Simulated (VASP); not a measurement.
Here is a VASP 6.6.1 calculation.

INCAR

```
SYSTEM = Cs2Si3
  PREC = Accurate
  ENCUT = 520
  EDIFF = 1E-7
  ISMEAR = 0
  SIGMA = 0.1
  LREAL = .FALSE.
  LASPH = .TRUE.
  NELM = 100
  ALGO = Normal
  ISIF = 2
  LWAVE = .FALSE.
  LCHARG = .TRUE.
  GGA = PE
  LELF = .TRUE.
  LVHAR = .TRUE.
  NBANDS = 23
```

The input KPOINTS:

```
Automatic mesh
0
G
  6 6 4
  0 0 0
```

Contents of POSCAR:

```
Cs2Si3
1.0
    4.6166191172      0.0000000000      0.0000000000
   -2.3083095586      3.9981094350      0.0000000000
    0.0000000000      0.0000000000      7.1827094386
Cs Si
2 3
Direct
    0.3333333333      0.6666666667      0.2450000000
    0.6666666667      0.3333333333      0.7550000000
    0.0000000000      0.0000000000      0.0000000000
    0.3333333333      0.6666666667      0.6450000000
    0.6666666667      0.3333333333      0.3550000000
```

Potentials or basis: VASP PAW PBE potentials, release 64 (Cs_sv, Si).

Command:

```console
$ cat potpaw_PBE.64/Cs_sv/POTCAR potpaw_PBE.64/Si/POTCAR > POTCAR
$ mpirun -np 1 vasp_std > vasp.out
```

Problem. Estimate the largest force.

Solution. 3.014 eV/Å.

Problem. What does it give for the band gap on the k mesh?

Solution. Zero (bands 15 and 16 overlap by 0.57 eV).

Problem. What does it give for the pressure?

Solution. 13.6 GPa.

Forces on the atoms (eV/Å):
```
Cs   0.000  0.000 -3.014
Cs   0.000  0.000  3.014
Si   0.000  0.000  0.000
Si   0.000  0.000 -0.294
Si   0.000  0.000  0.294
```

Caveat: the cell stands under pressure; spin-orbit coupling is left out, which moves the levels of the heavy elements; forces of over 1 eV/Å act on the atoms, so gaps and moduli don't describe the material at rest.
